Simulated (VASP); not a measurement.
A run of VASP 6.6.1:

The input INCAR:

```
PREC     = Accurate       # precision mode
ENCUT    = 600            # plane-wave cutoff, eV
EDIFF    = 1E-6           # SCF threshold, eV
ISMEAR   = 0              # smearing method
SIGMA    = 0.1            # smearing width, eV
LREAL    = False          # projectors in reciprocal space
LASPH    = True           # aspherical terms in the spheres
NELM     = 200            # most SCF steps
ALGO     = Normal         # electronic algorithm
ISIF     = 2              # what is computed and relaxed
LWAVE    = False          # write WAVECAR
LCHARG   = True           # write CHGCAR
ISPIN    = 2              # spin polarisation
MAGMOM   = 2              # initial moments
LORBIT   = 11             # projections on sites
LMAXMIX  = 4              # l up to which the mixer works
GGA      = PE             # functional
LELF     = True           # ELF
LVHAR    = True         
NBANDS   = 15             # bands
GGA_COMPAT= False
```

The input KPOINTS:

```
Automatic mesh
0
Gamma
  10 10 10
```

POSCAR

```
Ni
1.0
   -1.3837154700      1.3837154700      1.3837154700
    1.3837154700     -1.3837154700      1.3837154700
    1.3837154700      1.3837154700     -1.3837154700
Ni
1
Direct
    0.0000000000      0.0000000000      0.0000000000
```

Potentials or basis: VASP PAW PBE potentials, release 64 (Ni).

Launch:

```console
$ cat potpaw_PBE.64/Ni/POTCAR > POTCAR
$ mpirun -np 1 vasp_std > vasp.out
```

Hardware: 1 thread of Intel(R) Xeon(R) Platinum 8488C (Sapphire Rapids), with other jobs on the host.

**Question.** Estimate the wall time of this run.

**Answer.** Wall time 19 s on 1 thread of Intel(R) Xeon(R) Platinum 8488C (Sapphire Rapids), with other jobs on the host, peak memory 0.14 GiB. Counts: scf iterations 16, k points 47.
